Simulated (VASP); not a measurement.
A run of VASP 6.6.1 is set up as follows.

Contents of POSCAR:

```
TiO
1.0
    5.0272968670      0.0000000000      0.0000000000
   -2.5136484335      4.3537667992      0.0000000000
    0.0000000000      0.0000000000      2.9040576035
Ti O
3 3
Direct
    0.6666666667      0.3333333333      0.5000000000
    0.3333333333      0.6666666667      0.5000000000
    0.0000000000      0.0000000000      0.0000000000
    0.6088595047      0.6088595047      0.0000000000
    0.3911404953      0.0000000000      0.0000000000
    0.0000000000      0.3911404953      0.0000000000
```

INCAR.step1

```
SYSTEM = TiO
PREC = Accurate ; ENCUT = 520
ISMEAR = 0 ; SIGMA = 0.1
LREAL = .FALSE. ; LASPH = .TRUE.
NELM = 150 ; LMAXMIX = 4
LDAU = .TRUE. ; LDAUTYPE = 2
LDAUL = 2 -1 ; LDAUU = 4 0
LDAUJ = 0 0 ; NBANDS = 36
GGA = PE ; ALGO = Normal
EDIFF = 1E-4 ; LWAVE = .TRUE.
LCHARG = .FALSE.
```

INCAR.step2

```
SYSTEM = TiO
PREC = Accurate ; ENCUT = 520
EDIFF = 1E-6 ; ISMEAR = 0
SIGMA = 0.1 ; LREAL = .FALSE.
LASPH = .TRUE. ; NELM = 150
ALGO = Normal ; ISIF = 2
LWAVE = .FALSE. ; LCHARG = .FALSE.
LMAXMIX = 4 ; LDAU = .TRUE.
LDAUTYPE = 2 ; LDAUL = 2 -1
LDAUU = 4 0 ; LDAUJ = 0 0
LDAUPRINT = 1 ; METAGGA = R2SCAN
LMIXTAU = .TRUE. ; NBANDS = 36
ISTART = 1
```

File KPOINTS:

```
regular mesh
0
G
  12 12 12
  0 0 0
```

Potentials or basis: VASP PAW PBE potentials, release 64 (Ti_sv, O).

Launch:

```sh
$ cat potpaw_PBE.64/Ti_sv/POTCAR potpaw_PBE.64/O/POTCAR > POTCAR
$ cp INCAR.step1 INCAR
$ mpirun -np 1 vasp_std > vasp.out
$ cp INCAR.step2 INCAR
$ mpirun -np 1 vasp_std > vasp.out
```

Problem. Predict the band gap on the k mesh.

Solution. Zero (bands 27 and 28 overlap by 1.05 eV).

Problem. What does it give for the largest force?

Solution. 0.360 eV/Å.

Forces on the atoms (eV/Å):
```
Ti   0.000  0.000  0.000
Ti   0.000  0.000  0.000
Ti   0.000  0.000  0.000
O   -0.180 -0.312  0.000
O    0.360  0.000  0.000
O   -0.180  0.312  0.000
```

Caveat: the PAW data sets were made with another functional, which shifts forces and pressure a little; U without spin polarisation on a metal has little footing.
